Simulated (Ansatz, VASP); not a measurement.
C: VASP beside Ansatz

```
C
1.0
    -0.05168    1.79965    1.79965
     1.79965   -0.05168    1.79965
     1.79965    1.79965   -0.05168
C
2
Cartesian
  -0.0002 -0.0002 -0.0002
  0.8871 0.8871 0.8871
```

Change from the starting cell: epitaxial_111 strain +4.0%.

Alike in both runs: task single point; functional PBE; k mesh 12 × 12 × 12; occupations fermi-dirac, width 0.02 eV; no spin polarisation.

|  | VASP | Ansatz |
| --- | --- | --- |
| version | VASP 6.6.1 | Ansatz 0.2.0 |
| potentials or method | VASP PAW PBE potentials, release 64 (C) | plane waves, PAW |
| plane-wave cutoff (eV) | 520 | 420 |
| valence electrons in the cell | 8 | 8 |

```csv
,VASP,Ansatz,Ansatz less VASP
gap on the k mesh at the Fermi level (eV),3.92,3.93,+0.011
pressure (GPa),-23.7,-24.1,-0.44
"traceless stress, the component that is largest in VASP (GPa)",13.98,13.89,-0.090
rms of the force components (eV/Å),0.034,0.027,-0.0073
```

Atom by atom the forces differ by 0.007 eV/Å (rms over components). With one functional, cell and mesh, what is left measures potentials, basis and numerics.
